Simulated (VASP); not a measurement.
# KCl (I4/mmm) in VASP: settings compared

The runs below take KCl through single point, with PBE, r2SCAN.

Program: VASP 6.6.1. These are calculated values, not measurements. Logs are shortened: lines on timing, memory, paths and dates and some standing lists are left out, and cuts for length are marked.

## (1) The cell of the first run

It takes space group I4/mmm (No. 139, tetragonal). The conventional cell has a = 4.324 Å, b = 4.324 Å, c = 6.338 Å, α = 90.00°, β = 90.00°, γ = 90.00°. K (site symmetry 4/mmm) has 6 Cl at 3.06 to 3.17 Å within 4.0 Å. Cl (site symmetry 4/mmm) has 6 K at 3.06 to 3.17 Å within 4.0 Å.

## (2) Single point, PBE (epitaxial xy strain -2.8%)

File INCAR:

```
PREC = Accurate
ENCUT = 520
EDIFF = 1E-7
ISMEAR = -1
SIGMA = 0.02
LREAL = False
LASPH = True
NELM = 60
ALGO = Normal
ISIF = 2
LWAVE = False
LCHARG = False
GGA = PE
NBANDS = 15
```

File KPOINTS:

```
Automatic mesh
0
Gamma
  8 8 8
```

File POSCAR:

```
KCl
1.0
    0.0000000000      3.0574203817      3.1689867190
    3.0574203817      0.0000000000      3.1689867190
    3.0574203817      3.0574203817      0.0000000000
K Cl
1 1
Direct
    0.0000000000      0.0000000000      0.0000000000
    0.5000000000      0.5000000000      0.5000000000
```

Potentials or basis: VASP PAW PBE potentials, release 64 (K_sv, Cl).

The run is started by

```console
$ cat potpaw_PBE.64/K_sv/POTCAR potpaw_PBE.64/Cl/POTCAR > POTCAR
$ mpirun -np 1 vasp_std > vasp.out
```

OUTCAR:

```text
PREC = Accurate
   ENCUT = 520
   EDIFF = 1E-7
   ISMEAR = -1
   LREAL = False
   LASPH = True
   NELM = 60
   ISIF = 2
   GGA = PE

 ion  position               nearest neighbor table
   1  0.000  0.000  0.000-   2 3.06   2 3.06   2 3.06   2 3.06   2 3.17   2 3.17
   2  0.500  0.500  0.500-   1 3.06   1 3.06   1 3.06   1 3.06   1 3.17   1 3.17

  LATTYP: Found a body centered tetragonal cell.
 ALAT       =     4.3238453697
 C/A-ratio  =     1.4658187091

  Lattice vectors:

 A1 = (  -3.0574203817,   0.0000000000,   3.1689867190)
 A2 = (   3.0574203817,   0.0000000000,   3.1689867190)
 A3 = (   0.0000000000,   3.0574203817,  -3.1689867190)

Analysis of symmetry for initial positions (statically):
=====================================================================
 Subroutine PRICEL returns:
 Original cell was already a primitive cell.

 Routine SETGRP: Setting up the symmetry group for a
 body centered tetragonal supercell.

 Subroutine GETGRP returns: Found 16 space group operations
 (whereof 16 operations were pure point group operations)
 out of a pool of 16 trial point group operations.

The static configuration has the point symmetry D_4h.

Analysis of symmetry for dynamics (positions and initial velocities):
=====================================================================
 Subroutine PRICEL returns:
 Original cell was already a primitive cell.

 Routine SETGRP: Setting up the symmetry group for a
 body centered tetragonal supercell.

 Subroutine GETGRP returns: Found 16 space group operations
 (whereof 16 operations were pure point group operations)
 out of a pool of 16 trial point group operations.

The dynamic configuration has the point symmetry D_4h.

 Subroutine INISYM returns: Found 16 space group operations
 (whereof 16 operations are pure point group operations),
 and found     1 'primitive' translations

----------------------------------------------------------------------------------------

                                     Primitive cell

  volume of cell :      59.2462

  direct lattice vectors                    reciprocal lattice vectors
     0.000000000  3.057420382  3.168986719    -0.163536556  0.163536556  0.157779140
     3.057420382  0.000000000  3.168986719     0.163536556 -0.163536556  0.157779140
     3.057420382  3.057420382  0.000000000     0.163536556  0.163536556 -0.157779140

  length of vectors
     4.403441406  4.403441406  4.323845370     0.279969047  0.279969047  0.279969047

  position of ions in fractional coordinates (direct lattice)
     0.000000000  0.000000000  0.000000000
     0.500000000  0.500000000  0.500000000

  ion indices of the primitive-cell ions
   primitive index   ion index
[... 88 lines left out ...]
   EFERMI =   0.00;   METHOD = LEGACY
   ISMEAR =    -1;   SIGMA  =   0.02  broadening in eV -4-tet -1-fermi 0-gaus
   EFERMI_NEDOS =   21; number of points for ismear=-14 and -15
   IALGO  =     38    algorithm
   IMIX   =      4    mixing-type and parameters
     AMIX     =   0.40;   BMIX     =  1.00
     AMIX_MAG =   1.60;   BMIX_MAG =  1.00
  volume/ion in A,a.u.               =      29.62       199.91
  Fermi-wavevector in a.u.,A,eV,Ry     =   1.058184  1.999678 15.235174  1.119754
  Thomas-Fermi vector in A             =   2.193484
   LORBIT       =      0    0 simple, 1 ext, 2 COOP (PROOUT), +10 PAW based schemes
   GGA     = PE    functional components
   LHFCALC =     F    Hartree Fock is set to
   AEXX    =    0.0000 exact exchange contribution
   IVDW    =     0    specifies the selected vdW correction
   LEPSILON=     F    determine dielectric tensor
   LRPA    =     F    only Hartree local field effects (RPA)
 non-spin polarized calculation
  energy-cutoff  :      520.00
  volume of cell :       59.25
 maximum number of plane-waves:      1628
 NGX is ok and might be reduce to    36
   NGX = 17   NGY = 17   NGZ = 17

 number of electron      16.0000000 magnetization

 Free energy of the ion-electron system (eV)
  ---------------------------------------------------
  ext. energy  EPLUGINS =         0.00000000
  ---------------------------------------------------
  free energy    TOTEN  =        -6.77027032 eV

  energy without entropy =       -6.77027032  energy(sigma->0) =       -6.77027032

 E-fermi :  -1.1089     XC(G=0):  -7.7452

 val. band max:       -1.6221236163   @ k =   0.0000   0.0000   0.0000
 cond. band min:       3.7259590610   @ k =   0.0000   0.0000   0.0000
 fundamental gap:      5.3480826773
 Fermi energy:        -1.1088620043

 k-point     1 :       0.0000    0.0000    0.0000
  band No.  band energies     occupation
      1     -28.7094      2.00000
      2     -13.8123      2.00000
      3     -12.1720      2.00000
      4     -12.1719      2.00000
      5     -12.1719      2.00000
      6      -1.6539      2.00000
      7      -1.6221      2.00000
      8      -1.6221      2.00000
      9       3.7260      0.00000
     10       6.6160      0.00000
     11       6.8525      0.00000
     12       6.8525      0.00000
     13       7.6015      0.00000
     14       7.7603      0.00000
[... 401 lines left out ...]
      2     -13.9564      2.00000
      3     -12.1972      2.00000
      4     -12.1889      2.00000
      5     -11.9776      2.00000
      6      -2.5214      2.00000
      7      -1.9517      2.00000
      8      -1.8955      2.00000
      9       5.7298      0.00000
     10       6.3850      0.00000
     11       8.3350      0.00000
     12       8.6338      0.00000
     13       8.8034      0.00000
     14       9.4354      0.00000
     15      11.2115      0.00000

 [... further k-points ...]

------------------------ aborting loop because EDIFF is reached ----------------------------------------

  FORCE on cell =-STRESS in cart. coord.  units (eV):
  Direction    XX          YY          ZZ          XY          YZ          ZX
  --------------------------------------------------------------------------------------
  -------------------------------------------------------------------------------------
  Total        0.9439364      0.9439364      0.3249268      0.0000000     -0.0000000      0.0000000
  in kB       25.5265776     25.5265776      8.7868941      0.0000000     -0.0000000      0.0000000
  external PRESSURE =      19.9466831 kB  Pullay stress =       0.0000000 kB

 VOLUME and BASIS-vectors are now :
 -----------------------------------------------------------------------------
  energy-cutoff  :      520.00
  volume of cell :       59.25
      direct lattice vectors                 reciprocal lattice vectors
     0.000000000  3.057420382  3.168986719    -0.163536556  0.163536556  0.157779140
     3.057420382  0.000000000  3.168986719     0.163536556 -0.163536556  0.157779140
     3.057420382  3.057420382  0.000000000     0.163536556  0.163536556 -0.157779140

 POSITION                                       TOTAL-FORCE (eV/Angst)
 -----------------------------------------------------------------------------------
      0.00000      0.00000      0.00000        -0.000000      0.000000      0.000000
      3.05742      3.05742      3.16899         0.000000     -0.000000     -0.000000
 -----------------------------------------------------------------------------------
    total drift:                                0.000000      0.000000      0.000000

  FREE ENERGIE OF THE ION-ELECTRON SYSTEM (eV)
  ---------------------------------------------------
  free  energy   TOTEN  =        -6.7702703199 eV

  energy  without entropy=       -6.7702703199  energy(sigma->0) =       -6.77027032
```

OSZICAR:

```text
N       E                     dE             d eps       ncg     rms          rms(c)
DAV:   1     0.104681045133E+03    0.10468E+03   -0.71671E+03  1770   0.962E+02
DAV:   2    -0.774151107327E+00   -0.10546E+03   -0.97256E+02  2323   0.243E+02
DAV:   3    -0.683601068607E+01   -0.60619E+01   -0.60283E+01  2428   0.512E+01
DAV:   4    -0.704924245304E+01   -0.21323E+00   -0.21316E+00  2623   0.893E+00
DAV:   5    -0.705082197042E+01   -0.15795E-02   -0.15795E-02  2491   0.864E-01    0.363E+00
DAV:   6    -0.677118860823E+01    0.27963E+00   -0.40623E-01  2274   0.331E+00    0.297E+00
DAV:   7    -0.675737863355E+01    0.13810E-01   -0.10272E-01  2435   0.185E+00    0.167E+00
DAV:   8    -0.676902874196E+01   -0.11650E-01   -0.15585E-02  2145   0.945E-01    0.176E-01
DAV:   9    -0.676969700688E+01   -0.66826E-03   -0.73931E-04  2498   0.173E-01    0.947E-02
DAV:  10    -0.677026135558E+01   -0.56435E-03   -0.58520E-04  1861   0.151E-01    0.188E-02
DAV:  11    -0.677026735997E+01   -0.60044E-05   -0.19898E-05  2468   0.271E-02    0.622E-03
DAV:  12    -0.677027000321E+01   -0.26432E-05   -0.44165E-06  1903   0.148E-02    0.333E-03
DAV:  13    -0.677027019039E+01   -0.18718E-06   -0.20789E-07  2519   0.246E-03    0.703E-04
DAV:  14    -0.677027031310E+01   -0.12271E-06   -0.53941E-08  1524   0.152E-03    0.242E-04
DAV:  15    -0.677027031986E+01   -0.67637E-08   -0.43789E-09  1214   0.460E-04
   1 F= -.67702703E+01 E0= -.67702703E+01  d E =-.603264E-13
```

Run time: 94 s. Hardware: 1 thread of Intel Xeon 8259CL, shared host; peak memory 0.22 GiB.

Results:

```
Free energy            : -6.7703 eV
Pressure               : 2.0 GPa
Band gap on the k mesh : 5.35 eV
```

Stress tensor (GPa, compression positive):
```
2.55 0.00 0.00
0.00 2.55 0.00
0.00 0.00 0.88
```

Caveat: the cell differs from its parent crystal (epitaxial xy strain -2.8%). A k mesh can miss the band edges.

## (3) Single point, r2SCAN (epitaxial xy strain -2.8%)

POSCAR is that of step 2.

File INCAR.step1:

```
SYSTEM = KCl
PREC     = Accurate       ! precision mode
ENCUT    = 520            ! plane-wave cutoff, eV
ISMEAR   = 0              ! smearing method
SIGMA    = 0.01           ! smearing width, eV
LREAL    = .False.        ! projectors in reciprocal space
LASPH    = .True.         ! aspherical terms in the spheres
NELM     = 60             ! most SCF steps
NBANDS   = 15             ! bands
GGA      = PE             ! functional
ALGO     = Normal         ! electronic algorithm
EDIFF    = 1E-4           ! SCF threshold, eV
LWAVE    = .True.         ! write WAVECAR
LCHARG   = .False.        ! write CHGCAR
```

File INCAR.step2:

```
SYSTEM = KCl
PREC     = Accurate       ! precision mode
ENCUT    = 520            ! plane-wave cutoff, eV
EDIFF    = 1E-6           ! SCF threshold, eV
ISMEAR   = 0              ! smearing method
SIGMA    = 0.01           ! smearing width, eV
LREAL    = .False.        ! projectors in reciprocal space
LASPH    = .True.         ! aspherical terms in the spheres
NELM     = 60             ! most SCF steps
ALGO     = Normal         ! electronic algorithm
ISIF     = 2              ! what is computed and relaxed
LWAVE    = .False.        ! write WAVECAR
LCHARG   = .False.        ! write CHGCAR
METAGGA  = R2SCAN         ! meta-GGA
LMIXTAU  = .True.       
NBANDS   = 15             ! bands
ISTART   = 1
```

File KPOINTS:

```
Automatic mesh
0
Gamma
  8 8 8
  0 0 0
```

Potentials or basis: VASP PAW PBE potentials, release 64 (K_sv, Cl).

The run is started by

```console
$ cat potpaw_PBE.64/K_sv/POTCAR potpaw_PBE.64/Cl/POTCAR > POTCAR
$ cp INCAR.step1 INCAR
$ mpirun -np 1 vasp_std > vasp.out
$ cp INCAR.step2 INCAR
$ mpirun -np 1 vasp_std > vasp.out
```

OUTCAR:

```text
SYSTEM = KCl
   PREC = Accurate
   ENCUT = 520
   EDIFF = 1E-6
   ISMEAR = 0
   LREAL = .False.
   LASPH = .True.
   NELM = 60
   ISIF = 2
   METAGGA = R2SCAN
   ISTART = 1

 ion  position               nearest neighbor table
   1  0.000  0.000  0.000-   2 3.06   2 3.06   2 3.06   2 3.06   2 3.17   2 3.17
   2  0.500  0.500  0.500-   1 3.06   1 3.06   1 3.06   1 3.06   1 3.17   1 3.17

  LATTYP: Found a body centered tetragonal cell.
 ALAT       =     4.3238453697
 C/A-ratio  =     1.4658187091

  Lattice vectors:

 A1 = (  -3.0574203817,   0.0000000000,   3.1689867190)
 A2 = (   3.0574203817,   0.0000000000,   3.1689867190)
 A3 = (   0.0000000000,   3.0574203817,  -3.1689867190)

Analysis of symmetry for initial positions (statically):
=====================================================================
 Subroutine PRICEL returns:
 Original cell was already a primitive cell.

 Routine SETGRP: Setting up the symmetry group for a
 body centered tetragonal supercell.

 Subroutine GETGRP returns: Found 16 space group operations
 (whereof 16 operations were pure point group operations)
 out of a pool of 16 trial point group operations.

The static configuration has the point symmetry D_4h.

Analysis of symmetry for dynamics (positions and initial velocities):
=====================================================================
 Subroutine PRICEL returns:
 Original cell was already a primitive cell.

 Routine SETGRP: Setting up the symmetry group for a
 body centered tetragonal supercell.

 Subroutine GETGRP returns: Found 16 space group operations
 (whereof 16 operations were pure point group operations)
 out of a pool of 16 trial point group operations.

The dynamic configuration has the point symmetry D_4h.

 Subroutine INISYM returns: Found 16 space group operations
 (whereof 16 operations are pure point group operations),
 and found     1 'primitive' translations

[... 124 lines left out ...]
   LRPA    =     F    only Hartree local field effects (RPA)
 non-spin polarized calculation
 Gauss-broadening in eV      SIGMA  =   0.01
  energy-cutoff  :      520.00
  volume of cell :       59.25
 maximum number of plane-waves:      1628
 NGX is ok and might be reduce to    36
   NGX = 17   NGY = 17   NGZ = 17

 number of electron      16.0000000 magnetization

 Free energy of the ion-electron system (eV)
  ---------------------------------------------------
  ext. energy  EPLUGINS =         0.00000000
  ---------------------------------------------------
  free energy    TOTEN  =       -16.48775678 eV

  energy without entropy =      -16.48775678  energy(sigma->0) =      -16.48775678

 E-fermi :  -1.9313     XC(G=0):  -8.1791

 val. band max:       -2.0445378721   @ k =   0.0000   0.0000   0.0000
 cond. band min:       3.9488062372   @ k =   0.0000   0.0000   0.0000
 fundamental gap:      5.9933441093
 Fermi energy:        -1.9312578594

 k-point     1 :       0.0000    0.0000    0.0000
  band No.  band energies     occupation
      1     -30.2025      2.00000
      2     -14.7893      2.00000
      3     -12.8981      2.00000
      4     -12.8952      2.00000
      5     -12.8952      2.00000
      6      -2.0800      2.00000
      7      -2.0445      2.00000
      8      -2.0445      2.00000
      9       3.9488      0.00000
     10       6.8360      0.00000
     11       7.0767      0.00000
     12       7.0767      0.00000
     13       7.9866      0.00000
     14       8.1577      0.00000
[... 401 lines left out ...]
      2     -14.9146      2.00000
      3     -12.9218      2.00000
      4     -12.9112      2.00000
      5     -12.7156      2.00000
      6      -2.9368      2.00000
      7      -2.3733      2.00000
      8      -2.3182      2.00000
      9       5.9130      0.00000
     10       6.5573      0.00000
     11       8.6329      0.00000
     12       8.9502      0.00000
     13       9.2286      0.00000
     14       9.8539      0.00000
     15      11.7413      0.00000

 [... further k-points ...]

------------------------ aborting loop because EDIFF is reached ----------------------------------------

  FORCE on cell =-STRESS in cart. coord.  units (eV):
  Direction    XX          YY          ZZ          XY          YZ          ZX
  --------------------------------------------------------------------------------------
  -------------------------------------------------------------------------------------
  Total        0.6525832      0.6525832     -0.0047853      0.0000000      0.0000000      0.0000000
  in kB       17.6476031     17.6476031     -0.1294065      0.0000000      0.0000000      0.0000000
  external PRESSURE =      11.7219332 kB  Pullay stress =       0.0000000 kB

 VOLUME and BASIS-vectors are now :
 -----------------------------------------------------------------------------
  energy-cutoff  :      520.00
  volume of cell :       59.25
      direct lattice vectors                 reciprocal lattice vectors
     0.000000000  3.057420382  3.168986719    -0.163536556  0.163536556  0.157779140
     3.057420382  0.000000000  3.168986719     0.163536556 -0.163536556  0.157779140
     3.057420382  3.057420382  0.000000000     0.163536556  0.163536556 -0.157779140

 POSITION                                       TOTAL-FORCE (eV/Angst)
 -----------------------------------------------------------------------------------
      0.00000      0.00000      0.00000        -0.000000     -0.000000      0.000000
      3.05742      3.05742      3.16899         0.000000      0.000000      0.000000
 -----------------------------------------------------------------------------------
    total drift:                                0.000000      0.000000      0.000000

  FREE ENERGIE OF THE ION-ELECTRON SYSTEM (eV)
  ---------------------------------------------------
  free  energy   TOTEN  =       -16.4877567775 eV

  energy  without entropy=      -16.4877567775  energy(sigma->0) =      -16.48775678
```

OSZICAR.step1:

```text
N       E                     dE             d eps       ncg     rms          rms(c)
DAV:   1     0.104682645524E+03    0.10468E+03   -0.71671E+03  1770   0.962E+02
DAV:   2    -0.774151107354E+00   -0.10546E+03   -0.97318E+02  2323   0.243E+02
DAV:   3    -0.683601068617E+01   -0.60619E+01   -0.60283E+01  2428   0.512E+01
DAV:   4    -0.704924245304E+01   -0.21323E+00   -0.21316E+00  2623   0.893E+00
DAV:   5    -0.705082197042E+01   -0.15795E-02   -0.15795E-02  2491   0.864E-01    0.363E+00
DAV:   6    -0.677118860827E+01    0.27963E+00   -0.40623E-01  2274   0.331E+00    0.297E+00
DAV:   7    -0.675737863354E+01    0.13810E-01   -0.10272E-01  2435   0.185E+00    0.167E+00
DAV:   8    -0.676902874194E+01   -0.11650E-01   -0.15585E-02  2145   0.945E-01    0.176E-01
DAV:   9    -0.676969700690E+01   -0.66826E-03   -0.73931E-04  2498   0.173E-01    0.947E-02
DAV:  10    -0.677026135571E+01   -0.56435E-03   -0.58520E-04  1861   0.151E-01    0.188E-02
DAV:  11    -0.677026697148E+01   -0.56158E-05   -0.16012E-05  1823   0.271E-02
   1 F= -.67702670E+01 E0= -.67702670E+01  d E =-.345841E-53
```

Wall time 4.3 min (1 thread of Intel Xeon 8259CL, shared host); peak memory 0.23 GiB.

Results:

- Free energy: -16.4878 eV
- Pressure: 1.2 GPa
- Band gap on the k mesh: 5.99 eV

Caveat: the cell differs from its parent crystal (epitaxial xy strain -2.8%); the PAW data sets were made with another functional, which shifts forces and pressure a little.
